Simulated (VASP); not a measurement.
Set up this calculation in VASP 6.6.1, as the native input.

| Item | Value |
| --- | --- |
| Task | relaxation of cell and atoms |
| Functional | r2SCAN |
| Potentials or basis | VASP PAW PBE potentials, release 64 (W_sv, C) |
| Cutoff | 600 eV |
| k mesh | 12 × 12 × 12 |
| Occupations | gaussian, width 0.1 eV |
| Spin | no spin polarisation |
| Dipole correction | no |
| Further INCAR settings | ALGO = Normal; EDIFF = 1e-06; IBRION = 2; EDIFFG = -0.04; NSW = 90; ISIF = 3 |

The system is WC.

```
W C
1.0
     1.23178    0.71117    3.92346
    -1.23178    0.71117    3.92346
     0.00000   -1.42234    3.92346
W C
1 1
Direct
  0.00000 0.00000 0.00000
  0.50000 0.50000 0.50000
```

These files were run (other wordings do the same):

POSCAR

```
WC
1.0
    1.2317837176      0.7111706609      3.9234592485
   -1.2317837176      0.7111706609      3.9234592485
    0.0000000000     -1.4223413218      3.9234592485
W C
1 1
Direct
    0.0000000000      0.0000000000      0.0000000000
    0.5000000000      0.5000000000      0.5000000000
```

INCAR.step1

```
SYSTEM = WC
ALGO     = Normal         ! electronic algorithm
EDIFF    = 1E-4           ! SCF threshold, eV
ENCUT    = 600            ! plane-wave cutoff, eV
GGA      = PE             ! functional
ISMEAR   = 0              ! smearing method
LASPH    = .TRUE.         ! aspherical terms in the spheres
LCHARG   = .FALSE.        ! write CHGCAR
LREAL    = .FALSE.        ! projectors in reciprocal space
LWAVE    = .TRUE.         ! write WAVECAR
NELM     = 60             ! most SCF steps
PREC     = Accurate       ! precision mode
SIGMA    = 0.1            ! smearing width, eV
```

INCAR.step2

```
SYSTEM = WC
ALGO     = Normal         ! electronic algorithm
EDIFF    = 1E-6           ! SCF threshold, eV
EDIFFG   = -0.04          ! ionic threshold
ENCUT    = 600            ! plane-wave cutoff, eV
IBRION   = 2              ! ionic algorithm
ISIF     = 3              ! what is computed and relaxed
ISMEAR   = 0              ! smearing method
ISTART   = 1            
LASPH    = .TRUE.         ! aspherical terms in the spheres
LCHARG   = .FALSE.        ! write CHGCAR
LMIXTAU  = .TRUE.       
LREAL    = .FALSE.        ! projectors in reciprocal space
LWAVE    = .FALSE.        ! write WAVECAR
METAGGA  = R2SCAN         ! meta-GGA
NELM     = 60             ! most SCF steps
NSW      = 90             ! ionic steps
PREC     = Accurate       ! precision mode
SIGMA    = 0.1            ! smearing width, eV
```

KPOINTS

```
k-points
0
G
  12 12 12
  0 0 0
```

Potentials or basis: VASP PAW PBE potentials, release 64 (W_sv, C).

The run is started by

```sh
$ cat potpaw_PBE.64/W_sv/POTCAR potpaw_PBE.64/C/POTCAR > POTCAR
$ cp INCAR.step1 INCAR
$ mpirun -np 1 vasp_std > vasp.out
$ cp INCAR.step2 INCAR
$ mpirun -np 1 vasp_std > vasp.out
```

Results of the run:

* Relaxed volume: 10.41 Å³/atom
* Relaxed cell: a = 3.090 Å, b = 3.090 Å, c = 3.090 Å, α = 59.92°, β = 59.92°, γ = 59.92°
* Space group after relaxing (to 0.1 Å): Fm-3m (No. 225)
* Energy gained by relaxing: 2241.1 meV/atom
* Ionic steps: 8
* Pressure after relaxing: 0.4 GPa

Caveat: the highest band is partly filled, so the run has too few bands; a cell axis changed by over 15 % at a fixed basis, so the end point is rough; the PAW data sets were made with another functional, which shifts forces and pressure a little.

Wall time 37 min on 1 thread of Intel(R) Xeon(R) 6975P-C (Granite Rapids), on a shared host, peak memory 0.3 GiB.
